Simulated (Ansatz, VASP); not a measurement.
# Ag: VASP beside Ansatz

INCAR

```
SYSTEM = Ag
  PREC = Accurate
  ENCUT = 520
  EDIFF = 1E-6
  ISMEAR = 0
  SIGMA = 0.15
  LREAL = .FALSE.
  LASPH = .TRUE.
  NELM = 100
  ALGO = Normal
  ISIF = 2
  LWAVE = .FALSE.
  LCHARG = .FALSE.
  GGA = PS
  NBANDS = 12
```

Contents of KPOINTS:

```
Automatic mesh
0
G
  20 20 20
  0 0 0
```

Contents of POSCAR:

```
Ag
1.0
    0.0000000000      1.9818070000      2.0431000000
    1.9818070000      0.0000000000      2.0431000000
    1.9818070000      1.9818070000      0.0000000000
Ag
1
Direct
    0.0000000000      0.0000000000      0.0000000000
```

Input for Ansatz:

```yaml
crystal:
  lattice:
    - [0.0, 1.981807, 2.0431]
    - [1.981807, 0.0, 2.0431]
    - [1.981807, 1.981807, 0.0]
  atoms:
    - { symbol: Ag, position: [0.0, 0.0, 0.0] }
basis:
  ecutwfc: 420
kpoints:
  mp_grid: { grid: [20, 20, 20] }
hamiltonian:
  xc: pbesol
scf:
  occupations: { method: gaussian, width: 0.15 }
output:
  forces: true
  stress: true
  eigenvalues: true
```

Change from the starting cell: strain -0.030 along x and y, +0.000 along z, atoms carried along.

Alike in both runs: task single point; functional PBEsol; k mesh 20 × 20 × 20; occupations gaussian, width 0.15 eV; no spin polarisation.

|  | VASP | Ansatz |
| --- | --- | --- |
| version | VASP 6.6.1 | Ansatz 0.2.0 |
| potentials or method | VASP PAW PBE potentials, release 64 (Ag), cutoff 520 eV | scalar-relativistic, plane waves, PAW |
| valence electrons in the cell | 11 | 19 |

```tsv
	VASP	Ansatz	Ansatz less VASP
gap on the k mesh at the Fermi level (eV)	none	none	-
pressure (GPa)	4.7	5.0	+0.29
traceless stress, the component that is largest in VASP (GPa)	-1.09	-1.09	-0.005
```

VASP's potentials were made for PBE, not for PBEsol. A gap of «none» marks a metal or a gap that the smearing closes. VASP's potentials hold 11 valence electrons a cell and Ansatz's 19, so a difference there can come from the potentials and not from the codes.
